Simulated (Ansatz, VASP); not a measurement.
**One calculation of AlN, two programs**

The input INCAR:

```
SYSTEM = AlN
PREC = Accurate
ENCUT = 600
EDIFF = 1E-6
ISMEAR = 0
SIGMA = 0.05
LREAL = .False.
LASPH = .True.
NELM = 120
ALGO = Normal
ISIF = 2
LWAVE = .False.
LCHARG = .False.
GGA = PS
NBANDS = 16
GGA_COMPAT = .False.
```

KPOINTS

```
Automatic mesh
0
Gamma
  12 12 6
  0 0 0
```

Contents of POSCAR:

```
AlN
1.0
    3.1136926464      0.0000000000      0.0000000000
   -1.5568463232      2.6965369313      0.0000000000
    0.0000000000      0.0000000000      4.9834165464
Al N
2 2
Direct
    0.2964792345      0.6253500465      0.0243586969
    0.7233564988      0.3104193255      0.4952422014
    0.3446823079      0.6686816124      0.3968871806
    0.6354819588      0.3955490157      0.8535119211
```

Input for Ansatz:

```yaml
crystal:
  lattice:
    - [3.1136926464, 0.0, 0.0]
    - [-1.5568463232, 2.6965369313, 0.0]
    - [0.0, 0.0, 4.9834165464]
  atoms:
    - { symbol: Al, position: [0.2964792345, 0.6253500465, 0.0243586969] }
    - { symbol: Al, position: [0.7233564988, 0.3104193255, 0.4952422014] }
    - { symbol: "N", position: [0.3446823079, 0.6686816124, 0.3968871806] }
    - { symbol: "N", position: [0.6354819588, 0.3955490157, 0.8535119211] }
basis:
  ecutwfc: 420
kpoints:
  mp_grid: { grid: [12, 12, 6] }
hamiltonian:
  xc: pbesol
scf:
  occupations: { method: gaussian, width: 0.05 }
output:
  forces: true
  stress: true
  eigenvalues: true
```

Change from the starting cell: all atoms moved at random (sigma 0.22 Å a component).

Alike in both runs: task single point; functional PBEsol; k mesh 12 × 12 × 6; occupations gaussian, width 0.05 eV; no spin polarisation.

```csv
,VASP,Ansatz
version,VASP 6.6.1,Ansatz 0.2.0
potentials or method,"VASP PAW PBE potentials, release 64 (Al, N), cutoff 600 eV","scalar-relativistic, plane waves, PAW"
valence electrons in the cell,16,16
```

|  | VASP | Ansatz | Ansatz less VASP |
| --- | --- | --- | --- |
| gap on the k mesh at the Fermi level (eV) | 2.70 | 2.68 | -0.013 |
| least direct gap on the mesh (eV) | 2.70 | 2.68 | -0.013 |
| pressure (GPa) | 7.2 | 7.2 | 0.00 |
| traceless stress, the component that is largest in VASP (GPa) | -10.31 | -10.12 | +0.190 |
| rms of the force components (eV/Å) | 1.982 | 1.968 | -0.0143 |

VASP's potentials were made for PBE, not for PBEsol. Atom by atom the forces differ by 0.018 eV/Å (rms over components).
